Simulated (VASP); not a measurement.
Set up this calculation in VASP 6.6.1, as the native input.

| Item | Value |
| --- | --- |
| Task | single point |
| Functional | PBE |
| Potentials or basis | VASP PAW PBE potentials, release 64 (H, Mo_sv) |
| Cutoff | 520 eV |
| k mesh | 12 × 12 × 8 |
| Occupations | gaussian, width 0.1 eV |
| Spin | no spin polarisation |
| Dipole correction | no |
| Further INCAR settings | ALGO = Normal; EDIFF = 1e-06; NBANDS = 24 |

The structure of Mo2H3 lies in POSCAR:

```
Mo2H3
1.0
    3.0251007939      0.0000000000      0.0000000000
   -1.5125503969      2.6198141365      0.0000000000
    0.0000000000      0.0000000000      4.9169986111
H Mo
3 2
Direct
    0.6666666667      0.3333333333      0.3811422087
    0.3333333333      0.6666666667      0.6188577913
    0.0000000000      0.0000000000      0.0000000000
    0.6666666667      0.3333333333      0.7747056216
    0.3333333333      0.6666666667      0.2252943784
```

The cell was generated, and may not be a known phase.

One way to write it, as run:

INCAR

```
SYSTEM = Mo2H3
PREC     = Accurate       ! precision mode
ENCUT    = 520            ! plane-wave cutoff, eV
EDIFF    = 1E-6           ! SCF threshold, eV
ISMEAR   = 0              ! smearing method
SIGMA    = 0.1            ! smearing width, eV
LREAL    = .False.        ! projectors in reciprocal space
LASPH    = .True.         ! aspherical terms in the spheres
NELM     = 60             ! most SCF steps
ALGO     = Normal         ! electronic algorithm
ISIF     = 2              ! what is computed and relaxed
LWAVE    = .False.        ! write WAVECAR
LCHARG   = .False.        ! write CHGCAR
GGA      = PE             ! functional
NBANDS   = 24             ! bands
```

KPOINTS

```
Automatic mesh
0
Gamma
  12 12 8
  0 0 0
```

Potentials or basis: VASP PAW PBE potentials, release 64 (H, Mo_sv).

Launch:

```bash
$ cat potpaw_PBE.64/H/POTCAR potpaw_PBE.64/Mo_sv/POTCAR > POTCAR
$ mpirun -np 1 vasp_std > vasp.out
```

It gave:

```yaml
Pressure: 0.3 GPa
Band_gap_on_the_k_mesh: zero (an odd number of electrons rules out a gap without spin polarisation)
```

It took 46 s on 1 thread of AMD EPYC 9R45 96-Core Processor (Zen 5) (shared host), peak memory 0.2 GiB.
